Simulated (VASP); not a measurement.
Write the native input for VASP 6.6.1 that does the following.

| Quantity | Value |
| --- | --- |
| Task | single point |
| Functional | PBE0 |
| Potentials or basis | VASP PAW PBE potentials, release 64 (Ga_d, N) |
| Cutoff | 520 eV |
| k mesh | 6 × 6 × 6 |
| Occupations | fermi-dirac, width 0.05 eV |
| Spin | no spin polarisation |
| Dipole correction | no |
| Grid for exact exchange (PRECFOCK) | Normal |
| Further INCAR settings | ALGO = Normal; EDIFF = 1e-06; NBANDS = 16 |

GaN:

```
CELL_PARAMETERS angstrom
0.00000 2.16333 2.16333
2.16333 0.00000 2.16333
2.16333 2.16333 0.00000
ATOMIC_POSITIONS crystal
Ga 0.00000 0.00000 0.00000
N 0.50000 0.50000 0.50000
```

The input as run:

POSCAR

```
GaN
1.0
    0.0000000000      2.1633334196      2.1633334196
    2.1633334196      0.0000000000      2.1633334196
    2.1633334196      2.1633334196      0.0000000000
Ga N
1 1
Direct
    0.0000000000      0.0000000000      0.0000000000
    0.5000000000      0.5000000000      0.5000000000
```

INCAR.step1

```
  PREC = Accurate
  ENCUT = 520
  EDIFF = 1E-5
  ISMEAR = -1
  SIGMA = 0.05
  LREAL = F
  LASPH = T
  NELM = 60
  ALGO = Normal
  ISIF = 2
  LWAVE = T
  LCHARG = F
  GGA = PE
  NBANDS = 16
```

INCAR.step2

```
  PREC = Accurate
  ENCUT = 520
  EDIFF = 1E-6
  ISMEAR = -1
  SIGMA = 0.05
  LREAL = F
  LASPH = T
  NELM = 60
  ALGO = Normal
  ISIF = 2
  LWAVE = F
  LCHARG = F
  GGA = PE
  LHFCALC = T
  AEXX = 0.25
  PRECFOCK = Normal
  ISTART = 1
  NBANDS = 16
```

KPOINTS

```
Automatic mesh
0
Gamma
  6 6 6
```

Potentials or basis: VASP PAW PBE potentials, release 64 (Ga_d, N).

Run with:

```console
$ cat potpaw_PBE.64/Ga_d/POTCAR potpaw_PBE.64/N/POTCAR > POTCAR
$ cp INCAR.step1 INCAR
$ mpirun -np 1 vasp_std > vasp.out
$ cp INCAR.step2 INCAR
$ mpirun -np 1 vasp_std > vasp.out
```

Results of the run:

```
Pressure               : -16.8 GPa
Band gap on the k mesh : 2.04 eV, indirect (least direct gap 3.82 eV)
```

Caveat: the PAW data sets were made with another functional, which shifts forces and pressure a little.

Run time: 17 min on 1 thread of AMD EPYC 9R45 96-Core Processor (Zen 5) (shared host), peak memory 0.12 GiB.
